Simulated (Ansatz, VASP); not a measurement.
# TiAl3 in VASP and in Ansatz

```xyz
4
Lattice="3.9022 0.0000 0.0000 0.0000 3.9022 0.0000 0.0000 0.0000 3.9022" Properties=species:S:1:pos:R:3 pbc="T T T"
Ti    0.0000    0.0000    0.0000
Al    0.0000    1.9511    1.9511
Al    1.9511    0.0000    1.9511
Al    1.9511    1.9511    0.0000
```

Alike in both runs: task single point; functional LDA; k mesh 7 × 7 × 7; occupations fermi-dirac, width 0.05 eV; no spin polarisation.

```csv
,VASP,Ansatz
version,VASP 6.6.1,Ansatz 0.2.0
potentials or method,"VASP PAW LDA potentials, release 64 (Ti_sv, Al)",Ansatz PAW
plane-wave cutoff (eV),520,420
valence electrons in the cell,21,21
```

Ansatz gave:

| Quantity | Value |
| --- | --- |
| gap on the k mesh at the Fermi level (eV) | none |
| pressure (GPa) | 0.8 |

Problem. Which values does VASP return?

Solution. gap on the k mesh at the Fermi level (eV): none; pressure (GPa): 0.9.

LDA's correlation is that of Perdew and Zunger in VASP and of Perdew and Wang (1992) in Ansatz. A gap of «none» marks a metal or a gap that the smearing closes.
